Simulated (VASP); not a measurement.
# CuAu (P4/mmm) in VASP: settings compared

The runs below take CuAu through single point, relaxation of cell and atoms, with PBE, revPBE.

Program: VASP 6.6.1. These are calculated values, not measurements. Logs are shortened: lines on timing, memory, paths and dates and some standing lists are left out, and cuts for length are marked.

## 1. The cell of the first run

The structure is tetragonal, space group P4/mmm (No. 123). The conventional cell has a = 2.800 Å, b = 2.800 Å, c = 3.670 Å, α = 90.00°, β = 90.00°, γ = 90.00°. Within 3.6 Å of Cu (site symmetry 4/mmm) lie 8 Au at 2.70 Å and 4 Cu at 2.80 Å. Au (site symmetry 4/mmm) has 8 Cu at 2.70 Å and 4 Au at 2.80 Å within 3.6 Å.

## 2. Single point, PBE

Input file INCAR:

```
SYSTEM = CuAu
PREC     = Accurate       ! precision mode
ENCUT    = 520            ! plane-wave cutoff, eV
EDIFF    = 1E-6           ! SCF threshold, eV
ISMEAR   = 0              ! smearing method
SIGMA    = 0.1            ! smearing width, eV
LREAL    = .False.        ! projectors in reciprocal space
LASPH    = .True.         ! aspherical terms in the spheres
NELM     = 100            ! most SCF steps
ALGO     = Normal         ! electronic algorithm
ISIF     = 2              ! what is computed and relaxed
LWAVE    = .False.        ! write WAVECAR
LCHARG   = .False.        ! write CHGCAR
GGA      = PE             ! functional
NELECT   = 23.0         
ISYM     = 0            
NBANDS   = 18             ! bands
```

Input file KPOINTS:

```
regular mesh
0
Gamma
  6 1 4
  0 0 0
```

Input file POSCAR:

```
CuAu
1.0
    2.8000000000      0.0000000000      0.0000000000
    0.0000000000      2.8000000000      0.0000000000
    0.0000000000      0.0000000000      3.6700000000
Cu Au
1 1
Direct
    0.5000000000      0.5000000000      0.5000000000
    0.0000000000      0.0000000000      0.0000000000
```

Potentials or basis: VASP PAW PBE potentials, release 64 (Cu, Au).

Run with:

```
cat potpaw_PBE.64/Cu/POTCAR potpaw_PBE.64/Au/POTCAR > POTCAR
mpirun -np 1 vasp_std > vasp.out
```

OUTCAR:

```text
SYSTEM = CuAu
   PREC = Accurate
   ENCUT = 520
   EDIFF = 1E-6
   ISMEAR = 0
   LREAL = .False.
   LASPH = .True.
   NELM = 100
   ISIF = 2
   GGA = PE
   NELECT = 23.0
   ISYM = 0

 ion  position               nearest neighbor table
   1  0.500  0.500  0.500-   2 2.70   2 2.70   2 2.70   2 2.70   2 2.70   2 2.70   2 2.70   2 2.70

   2  0.000  0.000  0.000-   1 2.70   1 2.70   1 2.70   1 2.70   1 2.70   1 2.70   1 2.70   1 2.70

IMPORTANT INFORMATION: All symmetrisations will be switched off!
NOSYMM: (Re-)initialisation of all symmetry stuff for point group C_1.

----------------------------------------------------------------------------------------

                                     Primitive cell

  volume of cell :      28.7728

  direct lattice vectors                    reciprocal lattice vectors
     2.800000000  0.000000000  0.000000000     0.357142857  0.000000000  0.000000000
     0.000000000  2.800000000  0.000000000     0.000000000  0.357142857  0.000000000
     0.000000000  0.000000000  3.670000000     0.000000000  0.000000000  0.272479564

  length of vectors
     2.800000000  2.800000000  3.670000000     0.357142857  0.357142857  0.272479564

  position of ions in fractional coordinates (direct lattice)
     0.500000000  0.500000000  0.500000000
     0.000000000  0.000000000  0.000000000

  ion indices of the primitive-cell ions
   primitive index   ion index
                 1           1
                 2           2

----------------------------------------------------------------------------------------

 KPOINTS: regular mesh

Automatic generation of k-mesh.
 Grid dimensions read from file:
 generate k-points for:    6    1    4

 Generating k-lattice:

  Cartesian coordinates                     Fractional coordinates (reciprocal lattice)
     0.059523810  0.000000000  0.000000000     0.166666667  0.000000000  0.000000000
     0.000000000  0.357142857  0.000000000     0.000000000  1.000000000  0.000000000
     0.000000000  0.000000000  0.068119891     0.000000000  0.000000000  0.250000000

  Length of vectors
     0.059523810  0.357142857  0.068119891

  Shift w.r.t. Gamma in fractional coordinates (k-lattice)
     0.000000000  0.000000000  0.000000000

 -----------------------------------------------------------------------------
|                                                                             |
|           W    W    AA    RRRRR   N    N  II  N    N   GGGG   !!!           |
|           W    W   A  A   R    R  NN   N  II  NN   N  G    G  !!!           |
|           W    W  A    A  R    R  N N  N  II  N N  N  G       !!!           |
|           W WW W  AAAAAA  RRRRR   N  N N  II  N  N N  G  GGG   !            |
|           WW  WW  A    A  R   R   N   NN  II  N   NN  G    G                |
|           W    W  A    A  R    R  N    N  II  N    N   GGGG   !!!           |
|                                                                             |
|     Your reciprocal lattice and k-lattice belong to different lattice       |
|     classes:                                                                |
|                                                                             |
|        The reciprocal lattice is simple tetragonal,                         |
|        whereas your k-lattice is simple orthorhombic.                       |
|                                                                             |
|     Results are often still useful ...                                      |
|                                                                             |
 -----------------------------------------------------------------------------

 WARNING: IBZKPT: internal override: KBLOWUP is changed to .FALSE.
      ... skipping the blow-up phase ...

 Subroutine IBZKPT returns following result:
 ===========================================

 Found     14 irreducible k-points:

 Following reciprocal coordinates:
            Coordinates               Weight
  0.000000  0.000000  0.000000      1.000000
  0.166667  0.000000  0.000000      2.000000
  0.333333  0.000000  0.000000      2.000000
  0.500000  0.000000  0.000000      1.000000
  0.000000  0.000000  0.250000      2.000000
  0.166667  0.000000  0.250000      2.000000
  0.333333  0.000000  0.250000      2.000000
  0.500000  0.000000  0.250000      2.000000
 -0.333333  0.000000  0.250000      2.000000
 -0.166667  0.000000  0.250000      2.000000
  0.000000  0.000000  0.500000      1.000000
  0.166667  0.000000  0.500000      2.000000
  0.333333  0.000000  0.500000      2.000000
  0.500000  0.000000  0.500000      1.000000
   k-points           NKPTS =     14   k-points in BZ     NKDIM =     14   number of bands    NBANDS=     18
   number of dos      NEDOS =    301   number of ions     NIONS =      2
   total plane-waves  NPLWV =  16128
   dimension x,y,z NGX =    24 NGY =   24 NGZ =   28
   dimension x,y,z NGXF=    48 NGYF=   48 NGZF=   56
   ions per type =               1   1
   NGX,Y,Z   is equivalent  to a cutoff of  14.25, 14.25, 12.68 a.u.
   NGXF,Y,Z  is equivalent  to a cutoff of  28.50, 28.50, 25.37 a.u.
 SYSTEM =  CuAu
   PREC   = accura    normal or accurate (medium, high low for compatibility)
   ISTART =      0    job   : 0-new  1-cont  2-samecut
   ICHARG =      2    charge: 1-file 2-atom 10-const
   ISPIN  =      1    spin polarized calculation?
   LNONCOLLINEAR =      F non collinear calculations
   LSORBIT =      F    spin-orbit coupling
   LASPH  =      T    aspherical Exc in radial PAW
   ENCUT  =  520.0 eV  38.22 Ry    6.18 a.u.   5.21  5.21  6.82*2*pi/ulx,y,z
   NELM   =    100;   NELMIN=  2; NELMDL= -5     # of ELM steps
   EDIFF  = 0.1E-05   stopping-criterion for ELM
   LREAL  =      F    real-space projection
   EDIFFG = 0.1E-04   stopping-criterion for IOM
   NSW    =      0    number of steps for IOM
   IBRION =     -1    ionic relax: 0-MD 1-quasi-New 2-CG
   NFREE  =      0    steps in history (QN), initial steepest desc. (CG)
   ISIF   =      2    stress and relaxation
   ISYM   =      0    0-nonsym 1-usesym 2-fastsym
   POTIM  = 0.5000    time-step for ionic-motion
   TEBEG  =    0.0;   TEEND  =   0.0 temperature during run
   PSTRESS=    0.0 pullay stress
   NELECT =      23.0000    total number of electrons
   NUPDOWN=      -1.0000    fix difference up-down
   EMIN   =  10.00;   EMAX   =-10.00  energy-range for DOS
   EFERMI =   0.00;   METHOD = LEGACY
   ISMEAR =     0;   SIGMA  =   0.10  broadening in eV -4-tet -1-fermi 0-gaus
   EFERMI_NEDOS =   21; number of points for ismear=-14 and -15
   IALGO  =     38    algorithm
   IMIX   =      4    mixing-type and parameters
     AMIX     =   0.40;   BMIX     =  1.00
     AMIX_MAG =   1.60;   BMIX_MAG =  1.00
  volume/ion in A,a.u.               =      14.39        97.08
  Fermi-wavevector in a.u.,A,eV,Ry     =   1.519346  2.871148 31.407862  2.308413
  Thomas-Fermi vector in A             =   2.628344
   LORBIT       =      0    0 simple, 1 ext, 2 COOP (PROOUT), +10 PAW based schemes
   GGA     = PE    functional components
   LHFCALC =     F    Hartree Fock is set to
   AEXX    =    0.0000 exact exchange contribution
   IVDW    =     0    specifies the selected vdW correction
   LEPSILON=     F    determine dielectric tensor
   LRPA    =     F    only Hartree local field effects (RPA)
 non-spin polarized calculation
 Gauss-broadening in eV      SIGMA  =   0.10
  energy-cutoff  :      520.00
  volume of cell :       28.77
 maximum number of plane-waves:       787
 NGX is ok and might be reduce to    24
   NGX = 11   NGY = 11   NGZ = 13

 number of electron      23.0000009 magnetization

 Free energy of the ion-electron system (eV)
  ---------------------------------------------------
  ext. energy  EPLUGINS =         0.00000000
  ---------------------------------------------------
  free energy    TOTEN  =        -2.15895694 eV

  energy without entropy =       -2.15146641  energy(sigma->0) =       -2.15521167

 E-fermi :   9.2116     XC(G=0): -13.0642

 val. band max:        8.9170648412   @ k =   0.5000   0.0000   0.0000
 cond. band min:       9.2592543321   @ k =   0.1667   0.0000   0.2500
 fundamental gap:      0.3421894909
 Fermi energy:         9.2115615751

 k-point     1 :       0.0000    0.0000    0.0000
  band No.  band energies     occupation
      1      -1.2901      2.00000
      2       2.2652      2.00000
      3       2.5516      2.00000
      4       4.8935      2.00000
      5       5.1399      2.00000
      6       6.1764      2.00000
[... 10 lines left out ...]
     17      25.5595      0.00000
     18      25.9790      0.00000

 k-point     2 :       0.1667    0.0000    0.0000
  band No.  band energies     occupation
      1      -0.6443      2.00000
      2       2.7125      2.00000
      3       2.7993      2.00000
      4       4.4919      2.00000
      5       5.3036      2.00000
      6       6.0169      2.00000
[... 10 lines left out ...]
     17      25.9932      0.00000
     18      27.9716      0.00000

 k-point     3 :       0.3333    0.0000    0.0000
  band No.  band energies     occupation
      1       0.9764      2.00000
      2       3.2305      2.00000
      3       3.6861      2.00000
      4       3.8040      2.00000
      5       5.4396      2.00000
      6       5.7288      2.00000
[... 10 lines left out ...]
     17      23.2365      0.00000
     18      26.0681      0.00000

 k-point     4 :       0.5000    0.0000    0.0000
  band No.  band energies     occupation
      1       2.1900      2.00000
      2       3.3129      2.00000
      3       3.6473      2.00000
      4       4.0300      2.00000
      5       5.1500      2.00000
      6       5.8256      2.00000
[... 165 lines left out ...]
      4       5.0198      2.00000
      5       5.1249      2.00000
      6       5.4365      2.00000
[... 10 lines left out ...]
     17      24.4637      0.00000
     18      27.0148      0.00000

 k-point    13 :       0.3333    0.0000    0.5000
  band No.  band energies     occupation
      1       2.0113      2.00000
      2       2.2427      2.00000
      3       4.7991      2.00000
      4       4.9963      2.00000
      5       5.0446      2.00000
      6       5.2003      2.00000
[... 10 lines left out ...]
     17      25.5288      0.00000
     18      27.0721      0.00000

 k-point    14 :       0.5000    0.0000    0.5000
  band No.  band energies     occupation
      1       1.7478      2.00000
      2       2.4417      2.00000
      3       4.6651      2.00000
      4       4.9417      2.00000
      5       5.0972      2.00000
      6       6.3088      2.00000
[... 10 lines left out ...]
     17      24.8792      0.00000
     18      27.6111      0.00000

------------------------ aborting loop because EDIFF is reached ----------------------------------------

  FORCE on cell =-STRESS in cart. coord.  units (eV):
  Direction    XX          YY          ZZ          XY          YZ          ZX
  --------------------------------------------------------------------------------------
  -------------------------------------------------------------------------------------
  Total       17.4726897      6.0368430     17.8698444     -0.0000062      0.0000087      0.0000060
  in kB      972.9448430    336.1540424    995.0599026     -0.0003461      0.0004858      0.0003346
  external PRESSURE =     768.0529293 kB  Pullay stress =       0.0000000 kB

 VOLUME and BASIS-vectors are now :
 -----------------------------------------------------------------------------
  energy-cutoff  :      520.00
  volume of cell :       28.77
      direct lattice vectors                 reciprocal lattice vectors
     2.800000000  0.000000000  0.000000000     0.357142857  0.000000000  0.000000000
     0.000000000  2.800000000  0.000000000     0.000000000  0.357142857  0.000000000
     0.000000000  0.000000000  3.670000000     0.000000000  0.000000000  0.272479564

 POSITION                                       TOTAL-FORCE (eV/Angst)
 -----------------------------------------------------------------------------------
      1.40000      1.40000      1.83500        -0.000002     -0.000004      0.000003
      0.00000      0.00000      0.00000         0.000002      0.000004     -0.000003
 -----------------------------------------------------------------------------------
    total drift:                                0.000006     -0.000001      0.000009

  FREE ENERGIE OF THE ION-ELECTRON SYSTEM (eV)
  ---------------------------------------------------
  free  energy   TOTEN  =        -2.1589569390 eV

  energy  without entropy=       -2.1514664090  energy(sigma->0) =       -2.15521167
```

It took 6.3 s on 1 thread of Intel Xeon Platinum 8488C (Sapphire Rapids), shared host; peak memory 0.14 GiB.

Results:

* Free energy: -2.1590 eV

Caveat: the k points lie up to 2.24 Å⁻¹ apart; the cell carries a net charge on a neutralising background, which shifts energy and pressure; the cell is charged against a uniform background, so pressure and absolute levels hang on convention; spin-orbit coupling is left out, which moves the levels of the heavy elements.

## 3. Relaxation of cell and atoms, PBE

Input file INCAR:

```
SYSTEM = CuAu
PREC = Accurate
ENCUT = 600
EDIFF = 1E-6
ISMEAR = 0
SIGMA = 0.1
LREAL = .FALSE.
LASPH = .TRUE.
NELM = 60
ALGO = Normal
ISIF = 3
LWAVE = .FALSE.
LCHARG = .FALSE.
GGA = PE
IBRION = 2
NSW = 50
EDIFFG = -0.03
```

Input file KPOINTS:

```
Automatic mesh
0
Gamma
  2 2 1
  0 0 0.5
```

POSCAR is that of step 2.

Potentials or basis: VASP PAW PBE potentials, release 64 (Cu, Au).

Run with:

```
cat potpaw_PBE.64/Cu/POTCAR potpaw_PBE.64/Au/POTCAR > POTCAR
mpirun -np 1 vasp_std > vasp.out
```

Run time: 30 s. Hardware: 1 thread of Intel Xeon Platinum 8488C (Sapphire Rapids), shared host; peak memory 0.15 GiB.

The run converged. Its results:

```yaml
Free_energy: -4.4668 eV
Relaxed_volume: 16.96 Å³/atom
Relaxed_cell: a = 2.841 Å, b = 2.841 Å, c = 4.203 Å, α = 90.00°, β = 90.00°, γ = 90.00°
Space_group_after_relaxing_to_0.05_Å: P4/mmm (No. 123)
Energy_gained_by_relaxing: 266.0 meV/atom
Ionic_steps: 6
Pressure_after_relaxing: -0.1 GPa
Band_gap_on_the_k_mesh: zero (band 11 reaches 11.87 eV, above the bottom of band 12 at 5.16 eV)
```

Stress tensor (GPa, compression positive):
```
-0.12  0.00  0.00
 0.00 -0.12  0.00
 0.00  0.00 -0.20
```

Step by step:
| step | energy change (eV) | largest force (eV/Å) | pressure (GPa) | volume (Å³) |
| --- | --- | --- | --- | --- |
| 1 | 0.0000 | 0.0000 | 27.17 | 28.77 |
| 2 | -0.2279 | 0.0000 | -12.94 | 40.03 |
| 3 | -0.4761 | 0.0000 | -2.83 | 34.38 |
| 4 | -0.5319 | 0.0000 | 0.52 | 33.71 |
| 5 | -0.5319 | 0.0000 | 0.47 | 33.72 |
| 6 | -0.5321 | 0.0000 | -0.15 | 33.92 |

Final structure:
```
CELL_PARAMETERS angstrom
2.84090 0.00000 0.00000
0.00000 2.84090 0.00000
0.00000 0.00000 4.20285
ATOMIC_POSITIONS crystal
Cu 0.50000 0.50000 0.50000
Au 0.00000 0.00000 0.00000
```

Levels at points of the mesh, in eV from the Fermi level:
| k point | band 7 | band 8 | band 9 | band 10 | band 11 | band 12 | band 13 | band 14 | band 15 |
| --- | --- | --- | --- | --- | --- | --- | --- | --- | --- |
| (0.00, 0.00, 0.50) | -2.16 | -1.69 | -1.56 | -1.27 | -1.27 | -1.01 | 13.75 | 14.95 | 14.95 |
| (0.50, 0.00, 0.50) | -0.95 | -0.94 | -0.93 | -0.83 | -0.02 | 0.02 | 2.80 | 3.84 | 15.53 |
| (0.50, 0.50, 0.50) | -1.98 | -1.24 | -0.74 | -0.72 | 5.70 | 5.70 | 5.86 | 6.48 | 6.59 |

Caveat: the k points lie up to 1.49 Å⁻¹ apart in the final cell; the volume moved by over 15 % at a fixed basis, so the end points are rough; spin-orbit coupling is left out, which moves the levels of the heavy elements; the volume moved by +18 % from the deposited cell, more than functionals usually miss. Zero-point motion and thermal expansion aren't in these numbers.

[end of part 1 of 3]
